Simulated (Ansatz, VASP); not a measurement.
# TiPt3 in VASP and in Ansatz

INCAR

```
SYSTEM = TiPt3
ALGO     = Normal         ! electronic algorithm
EDIFF    = 1E-8           ! SCF threshold, eV
ENCUT    = 520            ! plane-wave cutoff, eV
GGA      = PS             ! functional
ISIF     = 2              ! what is computed and relaxed
ISMEAR   = -1             ! smearing method
LASPH    = .True.         ! aspherical terms in the spheres
LCHARG   = .False.        ! write CHGCAR
LEFG     = .True.       
LREAL    = .False.        ! projectors in reciprocal space
LWAVE    = .False.        ! write WAVECAR
NBANDS   = 29             ! bands
NELM     = 60             ! most SCF steps
PREC     = Accurate       ! precision mode
SIGMA    = 0.05           ! smearing width, eV
```

KPOINTS

```
k-points
0
Gamma
  9 9 9
  0 0 0
```

The input POSCAR:

```
TiPt3
1.0
    3.8190600000      0.0000000000      0.0000000000
    0.0000000000      3.8190600000      0.0000000000
    0.0000000000      0.0000000000      3.8970000000
Ti Pt
1 3
Direct
    0.0000000000      0.0000000000      0.0000000000
    0.0000000000      0.5000000000      0.5000000000
    0.5000000000      0.0000000000      0.5000000000
    0.5000000000      0.5000000000      0.0000000000
```

Input for Ansatz:

```yaml
crystal:
  lattice:
    - [3.81906, 0.0, 0.0]
    - [0.0, 3.81906, 0.0]
    - [0.0, 0.0, 3.897]
  atoms:
    - { symbol: Ti, position: [0.0, 0.0, 0.0] }
    - { symbol: Pt, position: [0.0, 0.5, 0.5] }
    - { symbol: Pt, position: [0.5, 0.0, 0.5] }
    - { symbol: Pt, position: [0.5, 0.5, 0.0] }
kpoints:
  mp_grid: { grid: [9, 9, 9] }
scf:
  occupations: { method: fermi_dirac, width: 0.05 }
hamiltonian:
  xc: pbesol
  pseudopotentials: { kind: all_electron, datasets: crystal }
output:
  forces: true
  stress: true
  eigenvalues: true
  efg: { contact_densities: true }
```

Change from the starting cell: equal xx and yy strain of -2 %, crystal datasets.

Alike in both runs: task electric field gradients; functional PBEsol; k mesh 9 × 9 × 9; occupations fermi-dirac, width 0.05 eV; no spin polarisation.

|  | VASP | Ansatz |
| --- | --- | --- |
| version | VASP 6.6.1 | Ansatz 0.2.0 |
| potentials or method | VASP PAW PBE potentials, release 64 (Ti_sv, Pt), cutoff 520 eV | all-electron PAW with datasets made for the crystal, scalar-relativistic |

```tsv
	VASP	Ansatz	Ansatz less VASP
pressure (GPa)	12.3	12.6	+0.25
traceless stress, the component that is largest in VASP (GPa)	-2.98	-2.98	-0.005
size of Vzz on the site where it differs most (V/Å²)	70.2	79.2	+8.94
```

VASP's potentials were made for PBE, not for PBEsol. Ansatz ran all-electron here, and VASP with PAW potentials.

Spin-orbit coupling is off throughout.
